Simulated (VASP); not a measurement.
# O (P6_3/mmc) in VASP: notebook

The runs below take O through single point, with PBE.

Everything below comes from runs of VASP 6.6.1. Logs are shortened: lines on timing, memory, paths and dates and some standing lists are left out, and cuts for length are marked.

## (1) The cell of the first run

It takes space group P6_3/mmc (No. 194, hexagonal). Conventional cell: a = 2.442 Å, b = 2.442 Å, c = 7.755 Å, α = 90.00°, β = 90.00°, γ = 120.00°. Within 1.6 Å of O (site symmetry 3m) lie 1 O at 1.21 Å.

## (2) Single point, PBE

File INCAR:

```
SYSTEM = O
PREC = Accurate
ENCUT = 520
EDIFF = 1E-6
ISMEAR = -1
SIGMA = 0.05
LREAL = .False.
LASPH = .True.
NELM = 80
ALGO = Normal
ISIF = 2
LWAVE = .False.
LCHARG = .False.
GGA = PE
NBANDS = 20
```

File KPOINTS:

```
Automatic mesh
0
Gamma
  12 12 4
  0 0 0
```

File POSCAR:

```
O
1.0
    2.4416961458      0.0000000000      0.0000000000
   -1.2208480729      2.1145708905      0.0000000000
    0.0000000000      0.0000000000      7.7549264985
O
4
Direct
    0.3333333333      0.6666666667      0.1718966900
    0.6666666667      0.3333333333      0.8281033100
    0.6666666667      0.3333333333      0.6718966900
    0.3333333333      0.6666666667      0.3281033100
```

Potentials or basis: VASP PAW PBE potentials, release 64 (O).

On the command line:

```sh
> cat potpaw_PBE.64/O/POTCAR > POTCAR
> mpirun -np 1 vasp_std > vasp.out
```

OUTCAR:

```text
SYSTEM = O
   PREC = Accurate
   ENCUT = 520
   EDIFF = 1E-6
   ISMEAR = -1
   LREAL = .False.
   LASPH = .True.
   NELM = 80
   ISIF = 2
   GGA = PE

 ion  position               nearest neighbor table
   1  0.333  0.667  0.172-   4 1.21
   2  0.667  0.333  0.828-   3 1.21
   3  0.667  0.333  0.672-   2 1.21
   4  0.333  0.667  0.328-   1 1.21

  LATTYP: Found a hexagonal cell.
 ALAT       =     2.4416961458
 C/A-ratio  =     3.1760407665

  Lattice vectors:

 A1 = (   2.4416961458,   0.0000000000,   0.0000000000)
 A2 = (  -1.2208480729,   2.1145708905,   0.0000000000)
 A3 = (   0.0000000000,   0.0000000000,   7.7549264985)

Analysis of symmetry for initial positions (statically):
=====================================================================
 Subroutine PRICEL returns:
 Original cell was already a primitive cell.

 Routine SETGRP: Setting up the symmetry group for a
 hexagonal supercell.

 Subroutine GETGRP returns: Found 24 space group operations
 (whereof 12 operations were pure point group operations)
 out of a pool of 24 trial point group operations.

The static configuration has the point symmetry D_3d.
 The point group associated with its full space group is D_6h.

Analysis of symmetry for dynamics (positions and initial velocities):
=====================================================================
 Subroutine PRICEL returns:
 Original cell was already a primitive cell.

 Routine SETGRP: Setting up the symmetry group for a
 hexagonal supercell.

 Subroutine GETGRP returns: Found 24 space group operations
 (whereof 12 operations were pure point group operations)
 out of a pool of 24 trial point group operations.

The dynamic configuration has the point symmetry D_3d.
 The point group associated with its full space group is D_6h.

 Subroutine INISYM returns: Found 24 space group operations
 (whereof 12 operations are pure point group operations),
 and found     1 'primitive' translations

----------------------------------------------------------------------------------------

                                     Primitive cell

  volume of cell :      40.0398

  direct lattice vectors                    reciprocal lattice vectors
     2.441696146  0.000000000  0.000000000     0.409551369  0.236454593  0.000000000
    -1.220848073  2.114570891  0.000000000     0.000000000  0.472909187  0.000000000
     0.000000000  0.000000000  7.754926498     0.000000000  0.000000000  0.128950287

  length of vectors
     2.441696146  2.441696146  7.754926498     0.472909187  0.472909187  0.128950287

  position of ions in fractional coordinates (direct lattice)
     0.333333333  0.666666667  0.171896690
     0.666666667  0.333333333  0.828103310
     0.666666667  0.333333333  0.671896690
     0.333333333  0.666666667  0.328103310

  ion indices of the primitive-cell ions
   primitive index   ion index
                 1           1
                 2           2
                 3           3
                 4           4

----------------------------------------------------------------------------------------

 KPOINTS: Automatic mesh

Automatic generation of k-mesh.
 Grid dimensions read from file:
 generate k-points for:   12   12    4

 Generating k-lattice:

  Cartesian coordinates                     Fractional coordinates (reciprocal lattice)
     0.034129281  0.019704549  0.000000000     0.083333333  0.000000000  0.000000000
     0.000000000  0.039409099  0.000000000     0.000000000  0.083333333  0.000000000
     0.000000000  0.000000000  0.032237572     0.000000000  0.000000000  0.250000000

  Length of vectors
     0.039409099  0.039409099  0.032237572

  Shift w.r.t. Gamma in fractional coordinates (k-lattice)
     0.000000000  0.000000000  0.000000000

 Subroutine IBZKPT returns following result:
 ===========================================

 Found     57 irreducible k-points:

 Following reciprocal coordinates:
            Coordinates               Weight
  0.000000  0.000000  0.000000      1.000000
  0.083333  0.000000  0.000000      6.000000
  0.166667  0.000000  0.000000      6.000000
  0.250000  0.000000  0.000000      6.000000
  0.333333 -0.000000  0.000000      6.000000
  0.416667  0.000000  0.000000      6.000000
[... 16 lines left out ...]
  0.250000  0.000000  0.250000     12.000000
  0.333333 -0.000000  0.250000     12.000000
 [... further k-points ...]
   k-points           NKPTS =     57   k-points in BZ     NKDIM =     57   number of bands    NBANDS=     20
   number of dos      NEDOS =    301   number of ions     NIONS =      4
   total plane-waves  NPLWV =  19440
   dimension x,y,z NGX =    18 NGY =   18 NGZ =   60
   dimension x,y,z NGXF=    36 NGYF=   36 NGZF=  120
   ions per type =               4
   NGX,Y,Z   is equivalent  to a cutoff of  12.26, 12.26, 12.86 a.u.
   NGXF,Y,Z  is equivalent  to a cutoff of  24.51, 24.51, 25.72 a.u.
 SYSTEM =  O
   PREC   = accura    normal or accurate (medium, high low for compatibility)
   ISTART =      0    job   : 0-new  1-cont  2-samecut
   ICHARG =      2    charge: 1-file 2-atom 10-const
   ISPIN  =      1    spin polarized calculation?
   LNONCOLLINEAR =      F non collinear calculations
   LSORBIT =      F    spin-orbit coupling
   LASPH  =      T    aspherical Exc in radial PAW
   ENCUT  =  520.0 eV  38.22 Ry    6.18 a.u.   4.54  4.54 14.42*2*pi/ulx,y,z
   NELM   =     80;   NELMIN=  2; NELMDL= -5     # of ELM steps
   EDIFF  = 0.1E-05   stopping-criterion for ELM
   LREAL  =      F    real-space projection
   EDIFFG = 0.1E-04   stopping-criterion for IOM
   NSW    =      0    number of steps for IOM
   IBRION =     -1    ionic relax: 0-MD 1-quasi-New 2-CG
   NFREE  =      0    steps in history (QN), initial steepest desc. (CG)
   ISIF   =      2    stress and relaxation
   ISYM   =      2    0-nonsym 1-usesym 2-fastsym
   POTIM  = 0.5000    time-step for ionic-motion
   TEBEG  =    0.0;   TEEND  =   0.0 temperature during run
   PSTRESS=    0.0 pullay stress
   NELECT =      24.0000    total number of electrons
   NUPDOWN=      -1.0000    fix difference up-down
   EMIN   =  10.00;   EMAX   =-10.00  energy-range for DOS
   EFERMI =   0.00;   METHOD = LEGACY
   ISMEAR =    -1;   SIGMA  =   0.05  broadening in eV -4-tet -1-fermi 0-gaus
   EFERMI_NEDOS =   21; number of points for ismear=-14 and -15
   IALGO  =     38    algorithm
   IMIX   =      4    mixing-type and parameters
     AMIX     =   0.40;   BMIX     =  1.00
     AMIX_MAG =   1.60;   BMIX_MAG =  1.00
  volume/ion in A,a.u.               =      10.01        67.55
  Fermi-wavevector in a.u.,A,eV,Ry     =   1.380325  2.608436 25.923146  1.905297
  Thomas-Fermi vector in A             =   2.505213
   LORBIT       =      0    0 simple, 1 ext, 2 COOP (PROOUT), +10 PAW based schemes
   GGA     = PE    functional components
   LHFCALC =     F    Hartree Fock is set to
   AEXX    =    0.0000 exact exchange contribution
   IVDW    =     0    specifies the selected vdW correction
   LEPSILON=     F    determine dielectric tensor
   LRPA    =     F    only Hartree local field effects (RPA)
 non-spin polarized calculation
  energy-cutoff  :      520.00
  volume of cell :       40.04
 maximum number of plane-waves:      1102
   NGX =  9   NGY =  9   NGZ = 29

 number of electron      24.0000021 magnetization

 Free energy of the ion-electron system (eV)
  ---------------------------------------------------
  ext. energy  EPLUGINS =         0.00000000
  ---------------------------------------------------
  free energy    TOTEN  =       -19.18796693 eV

  energy without entropy =      -19.16694620  energy(sigma->0) =      -19.17745656

 E-fermi :   1.5381     XC(G=0): -10.0735

 val. band max:        1.5315506057   @ k =   0.1667   0.0833   0.0000
 cond. band min:       1.5756028709   @ k =   0.4167   0.1667   0.5000
 fundamental gap:      0.0440522652
 Fermi energy:         1.5380860776

 k-point     1 :       0.0000    0.0000    0.0000
  band No.  band energies     occupation
      1     -26.5273      2.00000
      2     -26.4878      2.00000
      3     -14.2843      2.00000
      4     -13.6557      2.00000
      5      -7.6788      2.00000
      6      -6.3381      2.00000
[... 12 lines left out ...]
     19      14.1225      0.00000
     20      15.7538      0.00000

 k-point     2 :       0.0833    0.0000    0.0000
  band No.  band energies     occupation
      1     -26.4561      2.00000
      2     -26.4181      2.00000
      3     -14.1811      2.00000
      4     -13.5671      2.00000
      5      -7.6324      2.00000
      6      -6.3381      2.00000
[... 12 lines left out ...]
     19      14.4943      0.00000
     20      15.8497      0.00000

 k-point     3 :       0.1667    0.0000    0.0000
  band No.  band energies     occupation
      1     -26.2563      2.00000
      2     -26.2219      2.00000
      3     -13.8861      2.00000
      4     -13.3167      2.00000
      5      -7.5252      2.00000
      6      -6.3886      2.00000
[... 12 lines left out ...]
     19      15.5318      0.00000
     20      16.1067      0.00000

 k-point     4 :       0.2500    0.0000    0.0000
  band No.  band energies     occupation
      1     -25.9693      2.00000
      2     -25.9402      2.00000
      3     -13.4452      2.00000
      4     -12.9521      2.00000
      5      -7.4796      2.00000
      6      -6.6898      2.00000
[... 12 lines left out ...]
     19      16.4535      0.00000
     20      16.7748      0.00000

 k-point     5 :       0.3333   -0.0000    0.0000
  band No.  band energies     occupation
      1     -25.6635      2.00000
      2     -25.6416      2.00000
      3     -12.9454      2.00000
      4     -12.5610      2.00000
      5      -7.7054      2.00000
      6      -7.3410      2.00000
[... 12 lines left out ...]
     19      16.8619      0.00000
     20      17.2606      0.00000

 k-point     6 :       0.4167    0.0000    0.0000
  band No.  band energies     occupation
      1     -25.4258      2.00000
      2     -25.4115      2.00000
      3     -12.5191      2.00000
      4     -12.2653      2.00000
      5      -8.0912      2.00000
      6      -7.9445      2.00000
[... 12 lines left out ...]
     19      16.8511      0.00000
     20      17.3554      0.00000

 k-point     7 :       0.5000    0.0000    0.0000
  band No.  band energies     occupation
      1     -25.3350      2.00000
      2     -25.3254      2.00000
      3     -12.3378      2.00000
      4     -12.1643      2.00000
      5      -8.2600      2.00000
      6      -8.1830      2.00000
[... 12 lines left out ...]
     19      16.5528      0.00000
     20      17.7151      0.00000
[... 277 lines left out ...]
 k-point    20 :       0.0000    0.0000    0.2500
  band No.  band energies     occupation
      1     -26.5216      2.00000
      2     -26.4943      2.00000
      3     -14.2024      2.00000
      4     -13.7597      2.00000
      5      -7.4801      2.00000
      6      -6.5354      2.00000
[... 12 lines left out ...]
     19      14.4050      0.00000
     20      15.5836      0.00000

 k-point    21 :       0.0833    0.0000    0.2500
  band No.  band energies     occupation
      1     -26.4506      2.00000
      2     -26.4239      2.00000
      3     -14.1009      2.00000
      4     -13.6685      2.00000
      5      -7.4399      2.00000
      6      -6.5276      2.00000
[... 12 lines left out ...]
     19      14.6509      0.00000
     20      15.6814      0.00000

 k-point    22 :       0.1667    0.0000    0.2500
  band No.  band energies     occupation
      1     -26.2511      2.00000
      2     -26.2268      2.00000
      3     -13.8110      2.00000
      4     -13.4099      2.00000
      5      -7.3531      2.00000
      6      -6.5504      2.00000
[... 12 lines left out ...]
     19      15.5285      0.00000
     20      15.9533      0.00000

 k-point    23 :       0.2500    0.0000    0.2500
  band No.  band energies     occupation
      1     -25.9651      2.00000
      2     -25.9445      2.00000
      3     -13.3798      2.00000
      4     -13.0322      2.00000
      5      -7.3494      2.00000
      6      -6.7889      2.00000
[... 12 lines left out ...]
     19      16.4747      0.00000
     20      16.7279      0.00000

 k-point    24 :       0.3333   -0.0000    0.2500
  band No.  band energies     occupation
      1     -25.6605      2.00000
      2     -25.6449      2.00000
      3     -12.8935      2.00000
      4     -12.6225      2.00000
      5      -7.6373      2.00000
      6      -7.3800      2.00000
[... 12 lines left out ...]
     19      16.9105      0.00000
     20      17.2361      0.00000

 [... further k-points ...]
[... 5 lines left out ...]
  --------------------------------------------------------------------------------------
  -------------------------------------------------------------------------------------
  Total        1.5084967      1.5084967      3.7556378      0.0000000      0.0000000      0.0000000
  in kB       60.3619684     60.3619684    150.2805364      0.0000000      0.0000000      0.0000000
  external PRESSURE =      90.3348244 kB  Pullay stress =       0.0000000 kB

 VOLUME and BASIS-vectors are now :
 -----------------------------------------------------------------------------
  energy-cutoff  :      520.00
  volume of cell :       40.04
      direct lattice vectors                 reciprocal lattice vectors
     2.441696146  0.000000000  0.000000000     0.409551369  0.236454593  0.000000000
    -1.220848073  2.114570891  0.000000000     0.000000000  0.472909187  0.000000000
     0.000000000  0.000000000  7.754926498     0.000000000  0.000000000  0.128950287

 POSITION                                       TOTAL-FORCE (eV/Angst)
 -----------------------------------------------------------------------------------
     -0.00000      1.40971      1.33305         0.000000      0.000000     -1.249940
      1.22085      0.70486      6.42188        -0.000000     -0.000000      1.249940
      1.22085      0.70486      5.21051        -0.000000     -0.000000     -1.249940
     -0.00000      1.40971      2.54442         0.000000      0.000000      1.249940
 -----------------------------------------------------------------------------------
    total drift:                               -0.000000      0.000000     -0.000000

  FREE ENERGIE OF THE ION-ELECTRON SYSTEM (eV)
  ---------------------------------------------------
  free  energy   TOTEN  =       -19.1879669273 eV

  energy  without entropy=      -19.1669462013  energy(sigma->0) =      -19.17745656
```

Wall time 20 s (1 thread of AMD EPYC 9R45 (Zen 5), shared host); peak memory 0.13 GiB.

Results:

```
Free energy            : -19.1880 eV
Pressure               : 9.0 GPa
Largest force          : 1.250 eV/Å
Band gap on the k mesh : zero (band 12 reaches 3.01 eV, above the bottom of band 13 at 0.32 eV)
```

Forces in eV/Å, atoms in the order of the input:
```
O    0.000  0.000 -1.250
O    0.000  0.000  1.250
O    0.000  0.000 -1.250
O    0.000  0.000  1.250
```

Stress tensor (GPa, compression positive):
```
 6.04  0.00  0.00
 0.00  6.04  0.00
 0.00  0.00 15.03
```

Levels at points of the mesh, in eV from the Fermi level:
```csv
k point,band 9,band 10,band 11,band 12,band 13,band 14,band 15,band 16
"(0.00, 0.00, 0.00)",-4.99,-4.99,1.45,1.45,1.50,1.50,6.19,10.44
"(0.50, 0.00, 0.00)",-5.98,-5.93,-2.50,-2.22,0.67,0.81,9.53,10.32
"(0.00, 0.00, 0.50)",-5.00,-5.00,1.48,1.48,1.48,1.48,7.65,7.65
"(0.50, 0.00, 0.50)",-5.95,-5.95,-2.34,-2.34,0.74,0.74,9.79,9.79
```

Caveat: the standard files for N, O and F lose accuracy on very short bonds; spin is off for a triplet molecule; forces of over 1 eV/Å act on the atoms, so gaps and moduli don't describe the material at rest.

(Continued in part 2 of 2.)
